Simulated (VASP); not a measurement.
Zr4Ag, 5 atoms in the cell. The structure is hexagonal, space group P6/mmm (No. 191). The conventional cell has a = 4.983 Å, b = 4.983 Å, c = 4.628 Å, α = 90.00°, β = 90.00°, γ = 120.00°. Zr (site symmetry 6/mmm) has 2 Ag at 2.31 Å and 6 Zr at 2.49 Å within 3.1 Å. Zr (site symmetry mmm) has 6 Zr at 2.49 Å and 4 Ag at 3.40 Å within 3.5 Å. Ag (site symmetry 6/mmm) has 2 Zr at 2.31 Å within 3.1 Å. The cell was built from a structure type or drawn by symmetry, and may not be a known phase.

| Property | Result |
| --- | --- |
| Program | VASP 6.6.1 |
| Task | relaxation of cell and atoms |
| Functional | PBE |
| Potentials or basis | VASP PAW PBE potentials, release 64 (Zr_sv, Ag) |
| Cutoff | 600 eV |
| k mesh | 4 × 4 × 4 |
| Occupations | gaussian, width 0.2 eV |
| Spin | no spin polarisation |
| Dipole correction | no |
| Further INCAR settings | ALGO = Fast; EDIFF = 1e-07; IBRION = 2; EDIFFG = -0.08; NSW = 36; ISIF = 3 |

Potentials or basis: VASP PAW PBE potentials, release 64 (Zr_sv, Ag).

The run is started by

```console
$ cat potpaw_PBE.64/Zr_sv/POTCAR potpaw_PBE.64/Ag/POTCAR > POTCAR
$ mpirun -np 1 vasp_std > vasp.out
```

Hardware: 1 thread of Intel(R) Xeon(R) Platinum 8375C CPU @ 2.90GHz (Ice Lake), on a shared host.

Q: Estimate the wall time of this run.

A: Run time: 39 min on 1 thread of Intel(R) Xeon(R) Platinum 8375C CPU @ 2.90GHz (Ice Lake) (shared host), peak memory 0.28 GiB. Counts: scf iterations 578, k points 12, ion steps 10.
